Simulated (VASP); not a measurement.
Here is a VASP 6.6.1 calculation.

Contents of POSCAR:

```
Pd
1.0
    2.5877093125      0.0000000000      0.0000000000
    0.0000000000      2.5877093125      0.0000000000
    0.0000000000      0.0000000000      2.5877093125
Pd
1
Direct
    0.0000000000      0.0000000000      0.0000000000
```

The input INCAR.step1:

```
SYSTEM = Pd
ALGO     = Normal         ! electronic algorithm
EDIFF    = 1E-4           ! SCF threshold, eV
ENCUT    = 520            ! plane-wave cutoff, eV
GGA      = PE             ! functional
ISMEAR   = 0              ! smearing method
LASPH    = .TRUE.         ! aspherical terms in the spheres
LCHARG   = .FALSE.        ! write CHGCAR
LREAL    = .FALSE.        ! projectors in reciprocal space
LWAVE    = .TRUE.         ! write WAVECAR
NBANDS   = 11             ! bands
NELM     = 60             ! most SCF steps
PREC     = Accurate       ! precision mode
SIGMA    = 0.1            ! smearing width, eV
```

Contents of INCAR.step2:

```
SYSTEM = Pd
ALGO     = Normal         ! electronic algorithm
EDIFF    = 1E-6           ! SCF threshold, eV
ENCUT    = 520            ! plane-wave cutoff, eV
ISIF     = 2              ! what is computed and relaxed
ISMEAR   = 0              ! smearing method
ISTART   = 1            
LASPH    = .TRUE.         ! aspherical terms in the spheres
LCHARG   = .TRUE.         ! write CHGCAR
LELF     = .TRUE.         ! ELF
LMIXTAU  = .TRUE.       
LREAL    = .FALSE.        ! projectors in reciprocal space
LVHAR    = .TRUE.       
LWAVE    = .FALSE.        ! write WAVECAR
METAGGA  = R2SCAN         ! meta-GGA
NBANDS   = 11             ! bands
NELM     = 60             ! most SCF steps
PREC     = Accurate       ! precision mode
SIGMA    = 0.1            ! smearing width, eV
```

File KPOINTS:

```
k-points
0
G
  6 6 6
  0 0 0
```

Potentials or basis: VASP PAW PBE potentials, release 64 (Pd).

Command:

```console
$ cat potpaw_PBE.64/Pd/POTCAR > POTCAR
$ cp INCAR.step1 INCAR
$ mpirun -np 1 vasp_std > vasp.out
$ cp INCAR.step2 INCAR
$ mpirun -np 1 vasp_std > vasp.out
```

Q: Estimate the band gap on the k mesh.

A: Zero (band 5 reaches 8.79 eV, above the bottom of band 6 at 6.75 eV).

Q: Predict the pressure.

A: 0.6 GPa.

Caveat: the k points lie up to 0.40 Å⁻¹ apart; the PAW data sets were made with another functional, which shifts forces and pressure a little.
